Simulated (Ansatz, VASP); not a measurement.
Rh: VASP beside Ansatz

```xyz
3
Lattice="2.7085 0.0000 0.0000 0.0000 2.7085 0.0000 0.0000 0.0000 19.8304" Properties=species:S:1:pos:R:3 pbc="T T T"
Rh    0.0000    0.0000    8.0758
Rh    1.3543    1.3543    9.9152
Rh    0.0000    0.0000   11.7546
```

Alike in both runs: functional PBE; k mesh 13 × 13 × 1; occupations fermi-dirac, width 0.05 eV; no spin polarisation.

Ansatz relaxed the structure, and its values are those at the end. VASP's run is a single point on that final structure, the one shown.

|  | VASP | Ansatz |
| --- | --- | --- |
| version | VASP 6.6.1 | Ansatz 0.2.0 |
| potentials or method | VASP PAW PBE potentials, release 64 (Rh_pv) | PAW with Ansatz's default frozen-core files, scalar-relativistic |
| plane-wave cutoff (eV) | 520 | 420 |
| valence electrons in the cell | 45 | 51 |

VASP gave:

```
rms of the force components (eV/Å) : 0.002
```

Task: Estimate Ansatz's values.

Result: rms of the force components (eV/Å): 0.003.

With one functional, cell and mesh, what is left measures potentials, basis and numerics. VASP's potentials hold 45 valence electrons a cell and Ansatz's 51, so a difference there can come from the potentials and not from the codes. Ansatz's warnings: stress scf threshold loose, xc potential rough in thin density.
